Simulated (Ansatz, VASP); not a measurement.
One calculation of Hg, two programs

Contents of INCAR:

```
SYSTEM = Hg
  PREC = Accurate
  ENCUT = 520
  EDIFF = 1E-6
  ISMEAR = -1
  SIGMA = 0.1
  LREAL = .FALSE.
  LASPH = .TRUE.
  NELM = 100
  ALGO = Normal
  ISIF = 2
  LWAVE = .FALSE.
  LCHARG = .TRUE.
  GGA = B5
  ALDAX = 1.0
  AGGAX = 1.0
  AGGAC = 1.0
  ALDAC = 0.0
  LELF = .TRUE.
  LVHAR = .TRUE.
  NBANDS = 12
```

KPOINTS

```
regular mesh
0
G
  11 11 11
  0 0 0
```

The input POSCAR:

```
Hg
1.0
    0.0000000000      4.2530839925      4.2530839925
    4.2530839925      0.0000000000      4.2530839925
    4.2530839925      4.2530839925      0.0000000000
Hg
1
Direct
    0.0000000000      0.0000000000      0.0000000000
```

Input for Ansatz:

```yaml
crystal:
  lattice:
    - [0.0, 4.2530839925, 4.2530839925]
    - [4.2530839925, 0.0, 4.2530839925]
    - [4.2530839925, 4.2530839925, 0.0]
  atoms:
    - { symbol: Hg, position: [0.0, 0.0, 0.0] }
hamiltonian:
  xc: blyp
  pseudopotentials:
    kind: paw
    azcp:
      Hg: "pseudopotentials/Hg.paw.azcp"
basis:
  ecutwfc: 420
  fft_grid_basis: typed
kpoints:
  mp_grid: { grid: [11, 11, 11], shift: [0, 0, 0] }
magnetization:
  spin_polarized: false
scf:
  occupations: { method: fermi_dirac, width: 0.1 }
output:
  write_density: true
  write_potential: true
  elf: true
  volumetric_format: npy
```

Alike in both runs: task single point; functional BLYP; k mesh 11 × 11 × 11; occupations fermi-dirac, width 0.1 eV; no spin polarisation.

|  | VASP | Ansatz |
| --- | --- | --- |
| version | VASP 6.6.1 | Ansatz 0.2.0 |
| potentials or method | VASP PAW PBE potentials, release 64 (Hg), cutoff 520 eV | plane waves (420 eV) with PAW, scalar-relativistic |
| valence electrons in the cell | 12 | 20 |

|  | VASP | Ansatz | Ansatz less VASP |
| --- | --- | --- | --- |
| gap on the k mesh at the Fermi level (eV) | 4.81 | 4.84 | +0.032 |

VASP's potentials were made for PBE, not for BLYP. VASP's potentials hold 12 valence electrons a cell and Ansatz's 20, so a difference there can come from the potentials and not from the codes. Ansatz's warnings: xc potential rough in thin density.

Spin-orbit coupling is off throughout.
